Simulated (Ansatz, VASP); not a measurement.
## Li in VASP and in Ansatz

File INCAR:

```
  PREC = Accurate
  ENCUT = 520
  EDIFF = 1E-6
  ISMEAR = 0
  SIGMA = 0.1
  LREAL = F
  LASPH = T
  NELM = 100
  ALGO = Fast
  ISIF = 2
  LWAVE = F
  LCHARG = T
  GGA = PS
  LELF = T
  LVHAR = T
  NBANDS = 14
```

File KPOINTS:

```
regular mesh
0
Gamma
  6 6 4
```

POSCAR

```
Li
1.0
    1.7183423735     -5.4509350216      0.0000000000
    1.7183423735      5.4509350216      0.0000000000
    0.0000000000      0.0000000000      4.5476372181
Li
4
Direct
    0.0980000000      0.9020000000      0.9100000000
    0.5980000000      0.4020000000      0.5900000000
    0.9020000000      0.0980000000      0.0900000000
    0.4020000000      0.5980000000      0.4100000000
```

Input for Ansatz:

```yaml
crystal:
  lattice:
    - [1.7183423735, -5.4509350216, 0.0]
    - [1.7183423735, 5.4509350216, 0.0]
    - [0.0, 0.0, 4.5476372181]
  atoms:
    - { symbol: Li, position: [0.098, 0.902, 0.91] }
    - { symbol: Li, position: [0.598, 0.402, 0.59] }
    - { symbol: Li, position: [0.902, 0.098, 0.09] }
    - { symbol: Li, position: [0.402, 0.598, 0.41] }
basis:
  ecutwfc: 420
kpoints:
  mp_grid: { grid: [6, 6, 4] }
hamiltonian:
  xc: pbesol
scf:
  occupations: { method: gaussian, width: 0.1 }
  lower_state_search: "off"
output:
  forces: true
  stress: true
  eigenvalues: true
```

Alike in both runs: task single point; functional PBEsol; k mesh 6 × 6 × 4; occupations gaussian, width 0.1 eV; no spin polarisation.

|  | VASP | Ansatz |
| --- | --- | --- |
| version | VASP 6.6.1 | Ansatz 0.2.0 |
| potentials or method | VASP PAW PBE potentials, release 64 (Li_sv), cutoff 520 eV | scalar-relativistic, plane waves, PAW |
| valence electrons in the cell | 12 | 12 |

|  | VASP | Ansatz | Ansatz less VASP |
| --- | --- | --- | --- |
| gap on the k mesh at the Fermi level (eV) | none | none | - |
| rms of the force components (eV/Å) | 0.875 | 0.875 | -0.0008 |

VASP's potentials were made for PBE, not for PBEsol. Atom by atom the forces differ by 0.002 eV/Å (rms over components). A gap of «none» marks a metal or a gap that the smearing closes.

Noted on VASP's run: the cutoff is short for stress, so the pressure is rough.
